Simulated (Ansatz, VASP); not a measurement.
C: VASP beside Ansatz

The input POSCAR:

```
C
1.0
    2.4558907252     -0.0613972681      0.0000000000
   -1.2811169565      2.1575623910      0.0000000000
    0.0000000000      0.0000000000      7.0497855834
C
4
Direct
    0.0000000000      0.0000000000      0.0025000000
    0.0000000000      0.0000000000      0.5025000000
    0.3333333333      0.6666666667      0.0025000000
    0.6666666667      0.3333333333      0.5025000000
```

Contents of INCAR.step1:

```
ALGO = Normal ; EDIFF = 1E-4
ENCUT = 520 ; GGA = PE
ISMEAR = 0 ; LASPH = True
LCHARG = False ; LREAL = False
LWAVE = True ; NBANDS = 16
NELM = 80 ; PREC = Accurate
SIGMA = 0.15
```

Contents of INCAR.step2:

```
ALGO = Normal ; EDIFF = 1E-6
ENCUT = 520 ; ISIF = 2
ISMEAR = 0 ; ISTART = 1
LASPH = True ; LCHARG = False
LMIXTAU = True ; LREAL = False
LWAVE = False ; METAGGA = R2SCAN
NBANDS = 16 ; NELM = 80
PREC = Accurate ; SIGMA = 0.15
```

Contents of KPOINTS:

```
k-points
0
Gamma
  24 24 8
```

Input for Ansatz:

```yaml
crystal:
  lattice:
    - [2.4558907252, -0.0613972681, 0.0]
    - [-1.2811169565, 2.157562391, 0.0]
    - [0.0, 0.0, 7.0497855834]
  atoms:
    - { symbol: C, position: [0.0, 0.0, 0.0025] }
    - { symbol: C, position: [0.0, 0.0, 0.5025] }
    - { symbol: C, position: [0.3333333333, 0.6666666667, 0.0025] }
    - { symbol: C, position: [0.6666666667, 0.3333333333, 0.5025] }
basis:
  ecutwfc: 500
kpoints:
  mp_grid: { grid: [24, 24, 8] }
hamiltonian:
  xc: r2scan
scf:
  occupations: { method: gaussian, width: 0.15 }
output:
  forces: true
  stress: true
  eigenvalues: true
```

Change from the starting cell: strain -0.0500 x Voigt [0, 0, 0, 0, 0, 1], atoms carried along.

Alike in both runs: task single point; functional r2SCAN; k mesh 24 × 24 × 8; occupations gaussian, width 0.15 eV; no spin polarisation.

```csv
,VASP,Ansatz
version,VASP 6.6.1,Ansatz 0.2.0
potentials or method,"VASP PAW PBE potentials, release 64 (C), cutoff 520 eV","scalar-relativistic, plane waves, PAW"
valence electrons in the cell,16,16
```

|  | VASP | Ansatz | Ansatz less VASP |
| --- | --- | --- | --- |
| gap on the k mesh at the Fermi level (eV) | 0.31 | 0.31 | 0.000 |
| least direct gap on the mesh (eV) | 0.35 | 0.35 | -0.001 |
| pressure (GPa) | 1.5 | 0.9 | -0.65 |
| traceless stress, the component that is largest in VASP (GPa) | 22.77 | 22.66 | -0.111 |
| rms of the force components (eV/Å) | 0.331 | 0.321 | -0.0103 |

VASP's potentials were made for PBE, not for r2SCAN. Atom by atom the forces differ by 0.010 eV/Å (rms over components). With one functional, cell and mesh, what is left measures potentials, basis and numerics.
